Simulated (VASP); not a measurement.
# LiNbO3 (R3c) in VASP: relaxation of cell and atoms with PBEsol

Aim: the relaxation of cell and atoms of LiNbO3 with PBEsol.

Everything below comes from runs of VASP 6.6.1. Logs are shortened: lines on timing, memory, paths and dates and some standing lists are left out, and cuts for length are marked.

### 1 The cell of the first run

It takes space group R3c (No. 161, trigonal). The conventional cell has a = 5.152 Å, b = 5.152 Å, c = 13.869 Å, α = 90.00°, β = 90.00°, γ = 120.00°. Li (site symmetry 3) has 6 O at 2.07 to 2.24 Å within 2.7 Å. Within 2.5 Å of Nb (site symmetry 3) lie 6 O at 1.88 to 2.13 Å. O (site symmetry 1) has 2 Nb at 1.88 to 2.13 Å and 2 Li at 2.07 to 2.24 Å within 2.5 Å.

### 2 Relaxation of cell and atoms, PBEsol

Input file INCAR:

```
PREC = Accurate ; ENCUT = 600
EDIFF = 1E-6 ; ISMEAR = 0
SIGMA = 0.02 ; LREAL = F
LASPH = T ; NELM = 60
ALGO = Normal ; ISIF = 3
LWAVE = F ; LCHARG = F
GGA = PS ; IBRION = 2
NSW = 100 ; EDIFFG = -0.005
```

Input file KPOINTS:

```
regular mesh
0
Gamma
  6 6 6
```

Input file POSCAR:

```
LiNbO3
1.0
    2.5758000000      1.4871388234      4.6230000000
   -2.5758000000      1.4871388234      4.6230000000
    0.0000000000     -2.9742776468      4.6230000000
Li Nb O
2 2 6
Direct
    0.2815000000      0.2815000000      0.2815000000
    0.7815000000      0.7815000000      0.7815000000
    0.0000550000      0.0000550000      0.0000550000
    0.5000550000      0.5000550000      0.5000550000
    0.1123100000      0.3583600000      0.7195900000
    0.7195900000      0.1123100000      0.3583600000
    0.3583600000      0.7195900000      0.1123100000
    0.2195900000      0.8583600000      0.6123100000
    0.8583600000      0.6123100000      0.2195900000
    0.6123100000      0.2195900000      0.8583600000
```

Potentials or basis: VASP PAW PBE potentials, release 64 (Li_sv, Nb_sv, O).

Launch:

```console
$ cat potpaw_PBE.64/Li_sv/POTCAR potpaw_PBE.64/Nb_sv/POTCAR potpaw_PBE.64/O/POTCAR > POTCAR
$ mpirun -np 1 vasp_std > vasp.out
```

OUTCAR:

```text
PREC = Accurate
   ENCUT = 600
   EDIFF = 1E-6
   ISMEAR = 0
   LREAL = F
   LASPH = T
   NELM = 60
   ISIF = 3
   GGA = PS
   IBRION = 2
   NSW = 100
   EDIFFG = -0.005

 ion  position               nearest neighbor table
   1  0.282  0.282  0.282-   9 2.07  10 2.07   8 2.07   6 2.24   7 2.24   5 2.24
   2  0.782  0.782  0.782-   5 2.07   6 2.07   7 2.07  10 2.24   8 2.24   9 2.24
   3  0.000  0.000  0.000-   7 1.88   6 1.88   5 1.88  10 2.13   8 2.13   9 2.13
   4  0.500  0.500  0.500-   8 1.88  10 1.88   9 1.88   6 2.13   7 2.13   5 2.13
   5  0.112  0.358  0.720-   3 1.88   2 2.07   4 2.13   1 2.24
   6  0.720  0.112  0.358-   3 1.88   2 2.07   4 2.13   1 2.24
   7  0.358  0.720  0.112-   3 1.88   2 2.07   4 2.13   1 2.24
   8  0.220  0.858  0.612-   4 1.88   1 2.07   3 2.13   2 2.24
   9  0.858  0.612  0.220-   4 1.88   1 2.07   3 2.13   2 2.24
  10  0.612  0.220  0.858-   4 1.88   1 2.07   3 2.13   2 2.24

  LATTYP: Found a trigonal (rhomboedric) cell.
 ALAT       =     5.4971316630
 COS(alpha) =     0.5608812359

  Lattice vectors:

 A1 = (   2.5758000000,   1.4871388234,   4.6230000000)
 A2 = (  -2.5758000000,   1.4871388234,   4.6230000000)
 A3 = (   0.0000000000,  -2.9742776468,   4.6230000000)

Analysis of symmetry for initial positions (statically):
=====================================================================
 Subroutine PRICEL returns:
 Original cell was already a primitive cell.

 Routine SETGRP: Setting up the symmetry group for a
 trigonal (rhombohedral) supercell.

 Subroutine GETGRP returns: Found  6 space group operations
 (whereof  3 operations were pure point group operations)
 out of a pool of 12 trial point group operations.

The static configuration has the point symmetry C_3 .
 The point group associated with its full space group is C_3v.

Analysis of symmetry for dynamics (positions and initial velocities):
=====================================================================
 Subroutine PRICEL returns:
 Original cell was already a primitive cell.

 Routine SETGRP: Setting up the symmetry group for a
 trigonal (rhombohedral) supercell.

 Subroutine GETGRP returns: Found  6 space group operations
 (whereof  3 operations were pure point group operations)
 out of a pool of 12 trial point group operations.

The dynamic configuration has the point symmetry C_3 .
 The point group associated with its full space group is C_3v.

 Subroutine INISYM returns: Found  6 space group operations
 (whereof  3 operations are pure point group operations),
 and found     1 'primitive' translations

[... 135 lines left out ...]
   GGA     = PS    functional components
   LHFCALC =     F    Hartree Fock is set to
   AEXX    =    0.0000 exact exchange contribution
   IVDW    =     0    specifies the selected vdW correction
   LEPSILON=     F    determine dielectric tensor
   LRPA    =     F    only Hartree local field effects (RPA)
 conjugate gradient relaxation of ions
 non-spin polarized calculation
 Gauss-broadening in eV      SIGMA  =   0.02
  energy-cutoff  :      600.00
  volume of cell :      106.25
 maximum number of plane-waves:      3570
 NGX is ok and might be reduce to    48
   NGX = 21   NGY = 21   NGZ = 21

--------------------------------------- Ionic step        1  -------------------------------------------

 number of electron      68.0000002 magnetization

 Free energy of the ion-electron system (eV)
  ---------------------------------------------------
  ext. energy  EPLUGINS =         0.00000000
  ---------------------------------------------------
  free energy    TOTEN  =       -83.45751356 eV

  energy without entropy =      -83.45751356  energy(sigma->0) =      -83.45751356

------------------------ aborting loop because EDIFF is reached ----------------------------------------

  FORCE on cell =-STRESS in cart. coord.  units (eV):
  Direction    XX          YY          ZZ          XY          YZ          ZX
  --------------------------------------------------------------------------------------
  -------------------------------------------------------------------------------------
  Total       -0.7026743     -0.7026743     -0.9198039      0.0000000      0.0000000     -0.0000000
  in kB      -10.5956079    -10.5956079    -13.8696991      0.0000000      0.0000000     -0.0000000
  external PRESSURE =     -11.6869716 kB  Pullay stress =       0.0000000 kB
[... 113 lines left out ...]
  FREE ENERGIE OF THE ION-ELECTRON SYSTEM (eV)
  ---------------------------------------------------
  free  energy   TOTEN  =       -83.4629767058 eV

  energy  without entropy=      -83.4629767058  energy(sigma->0) =      -83.46297671

[... ionic steps 4 to 10 ...]

--------------------------------------- Ionic step       11  -------------------------------------------

 number of electron      68.0000002 magnetization

------------------------ aborting loop because EDIFF is reached ----------------------------------------
[... 83 lines left out ...]
--------------------------------------- Ionic step       13  -------------------------------------------

 number of electron      68.0000002 magnetization

 Free energy of the ion-electron system (eV)
  ---------------------------------------------------
  ext. energy  EPLUGINS =         0.00000000
  ---------------------------------------------------
  free energy    TOTEN  =       -83.46626446 eV

  energy without entropy =      -83.46626446  energy(sigma->0) =      -83.46626446

 E-fermi :   3.7679     XC(G=0): -11.1191

 val. band max:        3.5613427225   @ k =   0.1667   0.1667   0.1667
 cond. band min:       7.0485509064   @ k =   0.0000   0.0000   0.0000
 fundamental gap:      3.4872081839
 Fermi energy:         3.7678768301

 k-point     1 :       0.0000    0.0000    0.0000
  band No.  band energies     occupation
      1     -50.4761      2.00000
      2     -50.4594      2.00000
      3     -38.2489      2.00000
      4     -38.2456      2.00000
      5     -26.8351      2.00000
      6     -26.8351      2.00000
[... 1021 lines left out ...]
     39       8.7462      0.00000
     40       8.9244      0.00000

 [... further k-points ...]

------------------------ aborting loop because EDIFF is reached ----------------------------------------

  FORCE on cell =-STRESS in cart. coord.  units (eV):
  Direction    XX          YY          ZZ          XY          YZ          ZX
  --------------------------------------------------------------------------------------
  -------------------------------------------------------------------------------------
  Total       -0.0028776     -0.0028776     -0.0115583      0.0000000      0.0000000      0.0000000
  in kB       -0.0439656     -0.0439656     -0.1765972      0.0000000      0.0000000      0.0000000
  external PRESSURE =      -0.0881762 kB  Pullay stress =       0.0000000 kB
[... 25 lines left out ...]
  FREE ENERGIE OF THE ION-ELECTRON SYSTEM (eV)
  ---------------------------------------------------
  free  energy   TOTEN  =       -83.4662644642 eV

  energy  without entropy=      -83.4662644642  energy(sigma->0) =      -83.46626446

 reached required accuracy - stopping structural energy minimisation
```

OSZICAR:

```text
N       E                     dE             d eps       ncg     rms          rms(c)
DAV:   1     0.833068731776E+03    0.83307E+03   -0.40156E+04  2560   0.199E+03
DAV:   2    -0.236757124998E+02   -0.85674E+03   -0.84085E+03  3376   0.660E+02
DAV:   3    -0.940162316967E+02   -0.70341E+02   -0.70015E+02  3776   0.170E+02
DAV:   4    -0.998166560941E+02   -0.58004E+01   -0.57937E+01  4728   0.454E+01
[... 96 lines left out ...]
  12 F= -.83466257E+02 E0= -.83466257E+02  d E =-.113722E-03
       N       E                     dE             d eps       ncg     rms          rms(c)
DAV:   1    -0.834662524538E+02    0.44629E-05   -0.24789E-03  3072   0.369E-01    0.951E-03
DAV:   2    -0.834662643960E+02   -0.11942E-04   -0.12973E-04  3056   0.858E-02    0.584E-03
DAV:   3    -0.834662644642E+02   -0.68201E-07   -0.32364E-06  2720   0.142E-02
  13 F= -.83466264E+02 E0= -.83466264E+02  d E =-.742327E-05
```

Wall time 12 min (1 thread of Intel Xeon 6975P-C (Granite Rapids), shared host); peak memory 0.4 GiB.

Results:

| Item | Value |
| --- | --- |
| Free energy | -83.4663 eV |
| Relaxed volume | 10.49 Å³/atom |
| Relaxed cell | a = 5.473 Å, b = 5.473 Å, c = 5.473 Å, α = 55.89°, β = 55.89°, γ = 55.89° |
| Space group after relaxing (to 0.1 Å) | R3c (No. 161) |
| Energy gained by relaxing | 0.9 meV/atom |
| Ionic steps | 13 |
| Pressure after relaxing | 0.0 GPa |
| Largest force after relaxing | 0.003 eV/Å |
| Band gap on the k mesh | 3.49 eV (least direct gap 3.50 eV) |

Forces on the atoms (eV/Å):
```
Li   0.000  0.000  0.002
Li   0.000  0.000  0.002
Nb   0.000  0.000  0.003
Nb   0.000  0.000  0.003
O    0.000  0.000 -0.002
O    0.000  0.000 -0.002
O    0.000  0.000 -0.002
O    0.000  0.000 -0.002
O    0.000  0.000 -0.002
O    0.000  0.000 -0.002
```

Step by step:
| step | energy change (eV) | largest force (eV/Å) | pressure (GPa) | volume (Å³) |
| --- | --- | --- | --- | --- |
| 1 | 0.0000 | 0.1566 | -1.17 | 106.25 |
| 2 | -0.0054 | 0.1234 | 0.73 | 105.06 |
| 3 | -0.0055 | 0.1277 | 0.48 | 105.21 |
| 4 | -0.0072 | 0.0701 | -0.21 | 105.08 |
| 5 | -0.0076 | 0.0452 | -0.01 | 105.12 |
| 6 | -0.0080 | 0.0313 | -0.05 | 105.10 |
| 7 | -0.0085 | 0.0132 | -0.14 | 105.04 |
| 8 | -0.0086 | 0.0279 | 0.20 | 104.84 |
| 9 | -0.0086 | 0.0227 | 0.10 | 104.90 |
| 10 | -0.0087 | 0.0067 | 0.01 | 104.87 |
| 11 | -0.0087 | 0.0082 | -0.01 | 104.86 |
| 12 | -0.0087 | 0.0080 | 0.00 | 104.86 |
| 13 | -0.0088 | 0.0033 | -0.01 | 104.86 |

Final structure:
```cif
data_structure
_symmetry_space_group_name_H-M 'P 1'
_symmetry_Int_Tables_number 1
_cell_length_a 5.4729
_cell_length_b 5.4729
_cell_length_c 5.4729
_cell_angle_alpha 55.887
_cell_angle_beta 55.887
_cell_angle_gamma 55.887
_cell_volume 104.86
loop_
_atom_site_label
_atom_site_type_symbol
_atom_site_fract_x
_atom_site_fract_y
_atom_site_fract_z
_atom_site_occupancy
Li1 Li 0.28162 0.28162 0.28162 1
Li2 Li 0.78162 0.78162 0.78162 1
Nb1 Nb 0.99907 0.99907 0.99907 1
Nb2 Nb 0.49907 0.49907 0.49907 1
O1 O 0.11031 0.36126 0.71955 1
O2 O 0.71955 0.11031 0.36126 1
O3 O 0.36126 0.71955 0.11031 1
O4 O 0.21955 0.86126 0.61031 1
O5 O 0.86126 0.61031 0.21955 1
O6 O 0.61031 0.21955 0.86126 1
```

Levels at points of the mesh, in eV from the valence-band top:
```csv
k point,band 32,band 33,band 34,band 35,band 36,band 37
"(0.00, 0.00, 0.00)",-0.50,-0.01,-0.01,3.49,3.49,3.93
"(0.50, 0.00, 0.00)",-0.30,-0.22,-0.22,3.88,3.88,4.70
"(0.50, 0.50, 0.00)",-0.67,-0.46,-0.21,3.57,4.09,4.59
"(0.50, 0.50, 0.50)",-0.31,-0.31,-0.31,4.62,4.62,4.84
```

Caveat: the cutoff is under 1.25 times the usual one of these potentials, so pressure, stress and relaxed cells hold a basis-set (Pulay) error; the PAW data sets were made with another functional, which shifts forces and pressure a little.
